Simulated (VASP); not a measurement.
# Ba (Fd-3m) in VASP: a series of runs, part 2 of 2

VASP 6.6.1. Earlier steps stand in the parts before.

### Step 3. Single point, PBE

This run uses another cell than the first one, of 57.77 Å³/atom.

INCAR

```
ALGO = Normal ; EDIFF = 1E-7
ENCUT = 520 ; GGA = PE
ISIF = 2 ; ISMEAR = -1
LASPH = T ; LCHARG = F
LREAL = F ; LWAVE = F
NBANDS = 17 ; NELM = 80
PREC = Accurate ; SIGMA = 0.06122561905347299
```

KPOINTS

```
k-points
0
Gamma
  13 13 13
```

POSCAR

```
Ba
1.0
    0.0000000000      3.8657794663      3.8657794663
    3.8657794663      0.0000000000      3.8657794663
    3.8657794663      3.8657794663      0.0000000000
Ba
2
Direct
    0.0000000000      0.0000000000      0.0000000000
    0.2500000000      0.2500000000      0.2500000000
```

Potentials or basis: VASP PAW PBE potentials, release 64 (Ba_sv).

On the command line:

```bash
$ cat potpaw_PBE.64/Ba_sv/POTCAR > POTCAR
$ mpirun -np 1 vasp_std > vasp.out
```

OUTCAR:

```text
EDIFF = 1E-7
   ENCUT = 520
   GGA = PE
   ISIF = 2
   ISMEAR = -1
   LASPH = T
   LREAL = F
   NELM = 80
   PREC = Accurate

 ion  position               nearest neighbor table
   1  0.000  0.000  0.000-   2 3.35   2 3.35   2 3.35   2 3.35
   2  0.250  0.250  0.250-   1 3.35   1 3.35   1 3.35   1 3.35

  LATTYP: Found a face centered cubic cell.
 ALAT       =     7.7315589326

  Lattice vectors:

 A1 = (   0.0000000000,   3.8657794663,   3.8657794663)
 A2 = (   3.8657794663,   0.0000000000,   3.8657794663)
 A3 = (   3.8657794663,   3.8657794663,   0.0000000000)

Analysis of symmetry for initial positions (statically):
=====================================================================
 Subroutine PRICEL returns:
 Original cell was already a primitive cell.

 Routine SETGRP: Setting up the symmetry group for a
 face centered cubic supercell.

 Subroutine GETGRP returns: Found 48 space group operations
 (whereof 24 operations were pure point group operations)
 out of a pool of 48 trial point group operations.

The static configuration has the point symmetry T_d .
 The point group associated with its full space group is O_h .

Analysis of symmetry for dynamics (positions and initial velocities):
=====================================================================
 Subroutine PRICEL returns:
 Original cell was already a primitive cell.

 Routine SETGRP: Setting up the symmetry group for a
 face centered cubic supercell.

 Subroutine GETGRP returns: Found 48 space group operations
 (whereof 24 operations were pure point group operations)
 out of a pool of 48 trial point group operations.

The dynamic configuration has the point symmetry T_d .
 The point group associated with its full space group is O_h .

 Subroutine INISYM returns: Found 48 space group operations
 (whereof 24 operations are pure point group operations),
 and found     1 'primitive' translations

[... 106 lines left out ...]
   NUPDOWN=      -1.0000    fix difference up-down
   EMIN   =  10.00;   EMAX   =-10.00  energy-range for DOS
   EFERMI =   0.00;   METHOD = LEGACY
   ISMEAR =    -1;   SIGMA  =   0.06  broadening in eV -4-tet -1-fermi 0-gaus
   EFERMI_NEDOS =   21; number of points for ismear=-14 and -15
   IALGO  =     38    algorithm
   IMIX   =      4    mixing-type and parameters
     AMIX     =   0.40;   BMIX     =  1.00
     AMIX_MAG =   1.60;   BMIX_MAG =  1.00
  volume/ion in A,a.u.               =      57.77       389.86
  Fermi-wavevector in a.u.,A,eV,Ry     =   0.912370  1.724130 11.325753  0.832419
  Thomas-Fermi vector in A             =   2.036758
   LORBIT       =      0    0 simple, 1 ext, 2 COOP (PROOUT), +10 PAW based schemes
   GGA     = PE    functional components
[... 5 lines left out ...]
 non-spin polarized calculation
  energy-cutoff  :      520.00
  volume of cell :      115.54
 maximum number of plane-waves:      3126
 NGX is ok and might be reduce to    42
   NGX = 21   NGY = 21   NGZ = 21

 number of electron      20.0000001 magnetization

 Free energy of the ion-electron system (eV)
  ---------------------------------------------------
  ext. energy  EPLUGINS =         0.00000000
  ---------------------------------------------------
  free energy    TOTEN  =        -1.85707836 eV

  energy without entropy =       -1.83449937  energy(sigma->0) =       -1.84578887

 E-fermi :   1.6611     XC(G=0):  -7.5640

 val. band max:        1.6584579870   @ k =   0.0769   0.0769   0.0000
 cond. band min:       1.6824101921   @ k =   0.3077   0.0000   0.0000
 fundamental gap:      0.0239522051
 Fermi energy:         1.6611213252

 k-point     1 :       0.0000    0.0000    0.0000
  band No.  band energies     occupation
      1     -27.7874      2.00000
      2     -27.1363      2.00000
      3     -13.3133      2.00000
      4     -13.3133      2.00000
      5     -13.3133      2.00000
      6     -12.1882      2.00000
[... 457 lines left out ...]
      4     -13.4874      2.00000
      5     -13.1730      2.00000
      6     -12.3096      2.00000
[... 9 lines left out ...]
     16       4.6742      0.00000
     17       5.2639      0.00000

 [... further k-points ...]

------------------------ aborting loop because EDIFF is reached ----------------------------------------

  FORCE on cell =-STRESS in cart. coord.  units (eV):
  Direction    XX          YY          ZZ          XY          YZ          ZX
  --------------------------------------------------------------------------------------
  -------------------------------------------------------------------------------------
  Total        0.1541664      0.1541664      0.1541664      0.0000000      0.0000000     -0.0000000
  in kB        2.1377610      2.1377610      2.1377610      0.0000000      0.0000000     -0.0000000
  external PRESSURE =       2.1377610 kB  Pullay stress =       0.0000000 kB

 VOLUME and BASIS-vectors are now :
 -----------------------------------------------------------------------------
  energy-cutoff  :      520.00
  volume of cell :      115.54
      direct lattice vectors                 reciprocal lattice vectors
     0.000000000  3.865779466  3.865779466    -0.129340022  0.129340022  0.129340022
     3.865779466  0.000000000  3.865779466     0.129340022 -0.129340022  0.129340022
     3.865779466  3.865779466  0.000000000     0.129340022  0.129340022 -0.129340022

 POSITION                                       TOTAL-FORCE (eV/Angst)
 -----------------------------------------------------------------------------------
      0.00000      0.00000      0.00000        -0.000000      0.000000     -0.000000
      1.93289      1.93289      1.93289         0.000000     -0.000000      0.000000
 -----------------------------------------------------------------------------------
    total drift:                               -0.000000     -0.000000     -0.000000

  FREE ENERGIE OF THE ION-ELECTRON SYSTEM (eV)
  ---------------------------------------------------
  free  energy   TOTEN  =        -1.8570783614 eV

  energy  without entropy=       -1.8344993731  energy(sigma->0) =       -1.84578887
```

Wall time 3.7 min (1 thread of Oxide Virtual Turin-like, shared host); peak memory 0.3 GiB.

Results:

| Quantity | Value |
| --- | --- |
| Free energy | -1.8571 eV |
| Pressure | 0.2 GPa |
| Band gap on the k mesh | zero (bands 10 and 11 overlap by 0.20 eV) |

Caveat: spin-orbit coupling is left out, which moves the levels of the heavy elements.

The gap in the log of VASP goes by the Fermi energy; the results here count the filled bands.